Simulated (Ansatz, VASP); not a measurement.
Two plane-wave programs on WS2

Contents of INCAR:

```
ALGO = Normal
DIPOL = 0.5 0.5 0.408
EDIFF = 1E-6
ENCUT = 520
GGA = PE
IDIPOL = 3
ISIF = 2
ISMEAR = 0
IVDW = 12
LASPH = True
LCHARG = False
LDIPOL = True
LREAL = False
LWAVE = False
NBANDS = 35
NELM = 80
PREC = Accurate
SIGMA = 0.05
```

The input KPOINTS:

```
k-points
0
Gamma
  9 9 1
```

Contents of POSCAR:

```
WS2
1.0
    3.1595457497      0.0000000000      0.0000000000
   -1.5797728749      2.7362468836      0.0000000000
    0.0000000000      0.0000000000     23.8042575719
S W
4 2
Direct
    0.3333333333      0.6666666667      0.1890418126
    0.3333333333      0.6666666667      0.3214605103
    0.6666666667      0.6666666667      0.4953789779
    0.6666666667      0.6666666667      0.6277976756
    0.6666666667      0.3333333333      0.2552511581
    1.0000000000      0.3333333333      0.5615883234
```

Input for Ansatz:

```yaml
crystal:
  lattice:
    - [3.1595457497, 0.0, 0.0]
    - [-1.5797728749, 2.7362468836, 0.0]
    - [0.0, 0.0, 23.8042575719]
  atoms:
    - { symbol: S, position: [0.3333333333, 0.6666666667, 0.1890418126] }
    - { symbol: W, position: [0.6666666667, 0.3333333333, 0.2552511581] }
    - { symbol: S, position: [0.3333333333, 0.6666666667, 0.3214605103] }
    - { symbol: S, position: [0.6666666667, 0.6666666667, 0.4953789779] }
    - { symbol: W, position: [1.0, 0.3333333333, 0.5615883234] }
    - { symbol: S, position: [0.6666666667, 0.6666666667, 0.6277976756] }
basis:
  ecutwfc: 420
kpoints:
  mp_grid: { grid: [9, 9, 1] }
hamiltonian:
  xc: pbe
  pseudopotentials: { kind: paw, azcp: { folder: soft_1 } }
  dispersion: d3bj
scf:
  occupations: { method: gaussian, width: 0.05 }
output:
  forces: true
  eigenvalues: true
efield:
  axis: 3
  dipole_correction: true
  ramp_width: 0.04
```

Alike in both runs: task single point; functional PBE; dispersion D3(BJ); k mesh 9 × 9 × 1; occupations gaussian, width 0.05 eV; no spin polarisation.

|  | VASP | Ansatz |
| --- | --- | --- |
| version | VASP 6.6.1 | Ansatz 0.2.0 |
| potentials or method | VASP PAW PBE potentials, release 64 (S, W_sv), cutoff 520 eV | scalar-relativistic, plane waves, PAW |
| valence electrons in the cell | 52 | 52 |

|  | VASP | Ansatz | Ansatz less VASP |
| --- | --- | --- | --- |
| gap on the k mesh at the Fermi level (eV) | 1.92 | 1.91 | -0.010 |
| least direct gap on the mesh (eV) | 1.92 | 1.92 | -0.003 |
| rms of the force components (eV/Å) | 0.024 | 0.023 | -0.0007 |

Neither program's run includes spin-orbit coupling.
